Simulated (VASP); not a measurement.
# SrCd: single point with LDA

Crystal: SrCd.

```xyz
2
Lattice="4.0030 0.0000 0.0000 0.0000 4.0030 0.0000 0.0000 0.0000 4.0030" Properties=species:S:1:pos:R:3 pbc="T T T"
Sr    2.0015    2.0015    2.0015
Cd    0.0000    0.0000    0.0000
```

* Program: VASP 6.6.1
* Task: single point
* Functional: LDA
* Potentials or basis: VASP PAW LDA potentials, release 64 (Sr_sv, Cd)
* Cutoff: 520 eV
* k mesh: 8 × 8 × 8
* Occupations: fermi-dirac, width 0.1 eV
* Spin: collinear spin, zero start
* Starting moments: [0.0, 0.0] μB

```yaml
Pressure: -2.0 GPa
Band_gap_on_the_k_mesh: zero (filled and empty bands overlap)
Net_moment: 0.00 μB per cell
Valence_electrons_inside_the_program's_atomic_spheres: Sr 7.98; Cd 10.34
```

Levels at points of the mesh, in eV from the Fermi level:
Spin up:
```tsv
k point	band 7	band 8	band 9	band 10	band 11	band 12	band 13	band 14	band 15	band 16
(0.00, 0.00, 0.00)	-8.50	-8.50	-8.50	-5.86	1.30	1.30	3.97	3.97	3.97	5.15
(0.50, 0.00, 0.00)	-8.53	-8.49	-8.48	-3.64	-2.45	1.68	2.18	2.18	5.20	6.08
(0.50, 0.50, 0.00)	-8.56	-8.56	-8.37	-3.20	0.00	0.00	1.07	3.80	3.80	6.12
(0.50, 0.50, 0.50)	-8.58	-8.37	-8.37	-0.87	-0.81	-0.81	-0.81	4.66	4.66	4.66
```
Spin down:
```csv
k point,band 9,band 10,band 11,band 12,band 13,band 14
"(0.00, 0.00, 0.00)",-8.50,-5.86,1.30,1.30,3.97,3.97
"(0.50, 0.00, 0.00)",-8.48,-3.64,-2.45,1.68,2.18,2.18
"(0.50, 0.50, 0.00)",-8.37,-3.20,0.00,0.00,1.07,3.80
"(0.50, 0.50, 0.50)",-8.37,-0.87,-0.81,-0.81,-0.81,4.66
```

Run time: 110 s on 1 thread of Intel Xeon 8259CL, on a shared host, peak memory 0.21 GiB.
